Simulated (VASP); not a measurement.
Set up this calculation in VASP 6.6.1, as the native input.

```
Task                   : single point
Functional             : r2SCAN
Potentials or basis    : VASP PAW PBE potentials, release 64 (Al, Pt)
Cutoff                 : 520 eV
k mesh                 : 6 × 6 × 6
Occupations            : fermi-dirac, width 0.08 eV
Spin                   : no spin polarisation
Dipole correction      : no
Further INCAR settings : ALGO = Normal; EDIFF = 1e-06; NBANDS = 15
```

Al2Pt:

```
Al Pt
1.0
     0.00000    2.95500    2.95500
     2.95500    0.00000    2.95500
     2.95500    2.95500    0.00000
Al Pt
2 1
Direct
  0.27664 0.19733 0.27111
  0.77189 0.69531 0.78182
  0.99329 0.01485 0.99268
```

One way to write it, as run:

POSCAR

```
Al2Pt
1.0
    0.0000000000      2.9550000000      2.9550000000
    2.9550000000      0.0000000000      2.9550000000
    2.9550000000      2.9550000000      0.0000000000
Al Pt
2 1
Direct
    0.2766436548      0.1973272420      0.2711143824
    0.7718900169      0.6953103215      0.7818159052
   -0.0067125212      0.0148489002     -0.0073206430
```

INCAR.step1

```
PREC = Accurate
ENCUT = 520
ISMEAR = -1
SIGMA = 0.08
LREAL = False
LASPH = True
NELM = 60
NBANDS = 15
GGA = PE
ALGO = Normal
EDIFF = 1E-4
LWAVE = True
LCHARG = False
```

INCAR.step2

```
PREC = Accurate
ENCUT = 520
EDIFF = 1E-6
ISMEAR = -1
SIGMA = 0.08
LREAL = False
LASPH = True
NELM = 60
ALGO = Normal
ISIF = 2
LWAVE = False
LCHARG = False
METAGGA = R2SCAN
LMIXTAU = True
NBANDS = 15
ISTART = 1
```

KPOINTS

```
Automatic mesh
0
Gamma
  6 6 6
```

Potentials or basis: VASP PAW PBE potentials, release 64 (Al, Pt).

Run with:

```bash
$ cat potpaw_PBE.64/Al/POTCAR potpaw_PBE.64/Pt/POTCAR > POTCAR
$ cp INCAR.step1 INCAR
$ mpirun -np 1 vasp_std > vasp.out
$ cp INCAR.step2 INCAR
$ mpirun -np 1 vasp_std > vasp.out
```

It gave:

```yaml
Pressure: 2.5 GPa
Largest_force: 2.436 eV/Å
Band_gap_on_the_k_mesh: zero (band 8 reaches 11.66 eV, above the bottom of band 9 at 6.21 eV)
```

Caveat: the PAW data sets were made with another functional, which shifts forces and pressure a little; spin-orbit coupling is left out, which moves the levels of the heavy elements.

Wall time 3.2 min on 1 thread of Intel(R) Xeon(R) Platinum 8375C CPU @ 2.90GHz (Ice Lake), on a shared host, peak memory 0.24 GiB.
